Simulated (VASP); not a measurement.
# Br (P6_3/mmc) in VASP: further runs, part 2 of 2

VASP 6.6.1. Earlier steps stand in the parts before.

## (4) Relaxation of cell and atoms, PBE

This run uses another cell than the first one, of 26.11 Å³/atom, 1.307 times its volume.

File INCAR:

```
SYSTEM = Br
PREC = Accurate
ENCUT = 600
EDIFF = 1E-6
ISMEAR = 1
SIGMA = 0.01
LREAL = .FALSE.
LASPH = .TRUE.
NELM = 100
ALGO = Normal
ISIF = 3
LWAVE = .FALSE.
LCHARG = .FALSE.
GGA = PE
IBRION = 2
NSW = 50
EDIFFG = -0.02
```

File KPOINTS:

```
regular mesh
0
G
  8 8 4
  0 0 0
```

File POSCAR:

```
Br
1.0
    3.3300000000      0.0000000000      0.0000000000
   -1.6650000000      2.8838645946      0.0000000000
    0.0000000000      0.0000000000      5.4378900000
Br
2
Direct
    0.3333333333      0.6666666667      0.2500000000
    0.6666666667      0.3333333333      0.7500000000
```

Potentials or basis: VASP PAW PBE potentials, release 64 (Br).

The run is started by

```console
$ cat potpaw_PBE.64/Br/POTCAR > POTCAR
$ mpirun -np 1 vasp_std > vasp.out
```

OUTCAR:

```text
SYSTEM = Br
   PREC = Accurate
   ENCUT = 600
   EDIFF = 1E-6
   ISMEAR = 1
   LREAL = .FALSE.
   LASPH = .TRUE.
   NELM = 100
   ISIF = 3
   GGA = PE
   IBRION = 2
   NSW = 50
   EDIFFG = -0.02

 ion  position               nearest neighbor table
   1  0.333  0.667  0.250-
   2  0.667  0.333  0.750-

  LATTYP: Found a hexagonal cell.
 ALAT       =     3.3300000000
 C/A-ratio  =     1.6330000000

  Lattice vectors:

 A1 = (   3.3300000000,   0.0000000000,   0.0000000000)
 A2 = (  -1.6650000000,   2.8838645946,   0.0000000000)
 A3 = (   0.0000000000,   0.0000000000,   5.4378900000)

Analysis of symmetry for initial positions (statically):
=====================================================================
[... 624 lines left out ...]

 [... further k-points ...]

[... ionic steps 4 to 13 ...]

--------------------------------------- Ionic step       14  -------------------------------------------

 number of electron      13.9999989 magnetization

------------------------ aborting loop because EDIFF is reached ----------------------------------------
[... 67 lines left out ...]
--------------------------------------- Ionic step       16  -------------------------------------------

 number of electron      13.9999986 magnetization

 Free energy of the ion-electron system (eV)
  ---------------------------------------------------
  ext. energy  EPLUGINS =         0.00000000
  ---------------------------------------------------
  free energy    TOTEN  =        -2.49113089 eV

  energy without entropy =       -2.49113089  energy(sigma->0) =       -2.49113089

 E-fermi :  -0.0555     XC(G=0):  -7.7321

 val. band max:       -0.1263953216   @ k =   0.5000   0.0000   0.0000
 cond. band min:       0.0504423344   @ k =   0.3750   0.0000   0.0000
 fundamental gap:      0.1768376560
 Fermi energy:        -0.0554545571

 k-point     1 :       0.0000    0.0000    0.0000
  band No.  band energies     occupation
      1     -15.8960      2.00000
      2     -15.8516      2.00000
      3      -3.6346      2.00000
      4      -2.8399      2.00000
      5       1.5796      0.00000
      6       1.5796      0.00000
      7       1.5899      0.00000
      8       1.5899      0.00000
      9       4.9721      0.00000
     10       9.0714      0.00000
     11      10.6821      0.00000
[... 351 lines left out ...]
  FREE ENERGIE OF THE ION-ELECTRON SYSTEM (eV)
  ---------------------------------------------------
  free  energy   TOTEN  =        -2.4911308882 eV

  energy  without entropy=       -2.4911308882  energy(sigma->0) =       -2.49113089

 reached required accuracy - stopping structural energy minimisation
```

CONTCAR:

```text
Br
   1.00000000000000
     3.0045662293099977   -0.0000000000000001   -0.0000000000000000
    -1.5022831146549989    2.6020306819337065   -0.0000000000000001
    -0.0000000000000000   -0.0000000000000005    8.7573534685490415
  Br
     2
Direct
     0.3333333332999970    0.6666666667000030    0.2500000000000000
     0.6666666667000030    0.3333333332999970    0.7500000000000000

  0.00000000E+00  0.00000000E+00  0.00000000E+00
  0.00000000E+00  0.00000000E+00  0.00000000E+00
```

It took 4.8 min on 1 thread of AMD EPYC 7R13, shared host; peak memory 0.17 GiB.

Results:

```yaml
Free_energy: -2.4911 eV
Relaxed_volume: 34.23 Å³/atom
Relaxed_cell: a = 3.005 Å, b = 3.005 Å, c = 8.757 Å, α = 90.00°, β = 90.00°, γ = 120.00°
Space_group_after_relaxing_to_0.05_Å: P6_3/mmc (No. 194)
Energy_gained_by_relaxing: 305.7 meV/atom
Ionic_steps: 16
Pressure_after_relaxing: 0.0 GPa
Band_gap_on_the_k_mesh: zero (band 7 reaches 1.59 eV, above the bottom of band 8 at -1.26 eV)
```

Step by step:
```
step  energy change (eV)  largest force (eV/Å)  pressure (GPa)  volume (Å³)
   1              0.0000                0.0000            0.66        52.22
   2             -0.0203                0.0000            0.11        53.03
   3             -0.0601                0.0000           -1.01        55.43
   4             -0.1986                0.0000           -2.54        60.01
   5             -0.4606                0.0000           -2.99        68.39
   6             -0.5502                0.0000           -1.11        82.12
   7             -0.5569                0.0000           -2.07        75.26
   8             -0.5703                0.0000           -1.76        77.27
   9             -0.5876                0.0000           -1.10        77.30
  10             -0.5890                0.0000           -0.88        77.29
  11             -0.5939                0.0000           -0.77        76.30
  12             -0.6046                0.0000           -0.44        73.35
  13             -0.6108                0.0000            0.27        67.58
  14             -0.6111                0.0000            0.17        68.41
  15             -0.6111                0.0000            0.14        68.58
  16             -0.6114                0.0000            0.00        68.46
```

Final structure:
```
Br
1.0
     3.00457    0.00000    0.00000
    -1.50228    2.60203    0.00000
     0.00000    0.00000    8.75735
Br
2
Direct
  0.33333 0.66667 0.25000
  0.66667 0.33333 0.75000
```

Caveat: the volume moved by over 15 % at a fixed basis, so the end points are rough; this functional lacks dispersion, which binds the layers, so the pressure and a relaxed spacing across them are unreliable.

## (5) Overview

| task | cell | cutoff (eV) | gap on the mesh (eV) | pressure (GPa) |
| --- | --- | --- | --- | --- |
| single point | a = 2.792, b = 2.792, c = 5.920 Å, angles 90.0, 90.0, 120.0°, 2 atoms | 520 | none | 20.0 |
| single point | a = 3.005, b = 3.005, c = 9.232 Å, angles 90.0, 90.0, 120.0°, 2 atoms | 520 | none | 0.0 |
| relaxation of cell and atoms | relaxed from a = 3.330, b = 3.330, c = 5.438 Å, angles 90.0, 90.0, 120.0°, 2 atoms | 600 | none | 0.0 |

Alike in all rows: level PBE; potentials or basis VASP PAW PBE potentials, release 64 (Br); no spin polarisation; k mesh 8 × 8 × 4; smearing methfessel-paxton 0.01 eV.

Caveats: this functional lacks dispersion, which binds the layers, so the pressure and a relaxed spacing across them are unreliable; the volume moved by over 15 % at a fixed basis, so the end points are rough (some runs).

Total energies depend on the potentials used, so only differences within one code and one set of settings carry meaning.
